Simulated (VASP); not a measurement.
Here is a VASP 6.6.1 calculation.

The input INCAR:

```
SYSTEM = K2HfSe3
PREC     = Accurate       ! precision mode
ENCUT    = 600            ! plane-wave cutoff, eV
EDIFF    = 1E-6           ! SCF threshold, eV
ISMEAR   = 0              ! smearing method
SIGMA    = 0.1            ! smearing width, eV
LREAL    = .FALSE.        ! projectors in reciprocal space
LASPH    = .TRUE.         ! aspherical terms in the spheres
NELM     = 100            ! most SCF steps
ALGO     = Normal         ! electronic algorithm
ISIF     = 3              ! what is computed and relaxed
LWAVE    = .FALSE.        ! write WAVECAR
LCHARG   = .FALSE.        ! write CHGCAR
GGA      = PE             ! functional
IBRION   = 2              ! ionic algorithm
NSW      = 100            ! ionic steps
EDIFFG   = -0.01          ! ionic threshold
```

The input KPOINTS:

```
regular mesh
0
G
  6 6 8
  0 0 0
```

File POSCAR:

```
K2HfSe3
1.0
    6.3905203860      0.0000000000      0.0000000000
   -3.1952601930      5.5343529977      0.0000000000
    0.0000000000      0.0000000000      4.9996071551
K Hf Se
2 1 3
Direct
    0.6666666667      0.3333333333      0.0000000000
    0.3333333333      0.6666666667      0.0000000000
    0.0000000000      0.0000000000      0.0000000000
    0.0000000000      0.5000000000      0.5000000000
    0.5000000000      0.0000000000      0.5000000000
    0.5000000000      0.5000000000      0.5000000000
```

Potentials or basis: VASP PAW PBE potentials, release 64 (K_sv, Hf_pv, Se).

Run with:

```bash
$ cat potpaw_PBE.64/K_sv/POTCAR potpaw_PBE.64/Hf_pv/POTCAR potpaw_PBE.64/Se/POTCAR > POTCAR
$ mpirun -np 1 vasp_std > vasp.out
```

Task: Estimate the space group after relaxing (to 0.1 Å).

Result: P6/mmm (No. 191).

Task: What does it give for the band gap on the k mesh?

Result: Zero (bands 23 and 24 overlap by 0.69 eV).

Task: Estimate the relaxed cell.

Result: a = 6.297 Å, b = 6.297 Å, c = 5.141 Å, α = 90.00°, β = 90.00°, γ = 120.00°.

Final structure:
```cif
data_structure
_symmetry_space_group_name_H-M 'P 1'
_symmetry_Int_Tables_number 1
_cell_length_a 6.2970
_cell_length_b 6.2970
_cell_length_c 5.1408
_cell_angle_alpha 90.000
_cell_angle_beta 90.000
_cell_angle_gamma 120.000
_cell_volume 176.53
loop_
_atom_site_label
_atom_site_type_symbol
_atom_site_fract_x
_atom_site_fract_y
_atom_site_fract_z
_atom_site_occupancy
K1 K 0.66667 0.33333 0.00000 1
K2 K 0.33333 0.66667 0.00000 1
Hf1 Hf 0.00000 0.00000 0.00000 1
Se1 Se 0.00000 0.50000 0.50000 1
Se2 Se 0.50000 0.00000 0.50000 1
Se3 Se 0.50000 0.50000 0.50000 1
```

Caveat: spin-orbit coupling is left out, which moves the levels of the heavy elements.
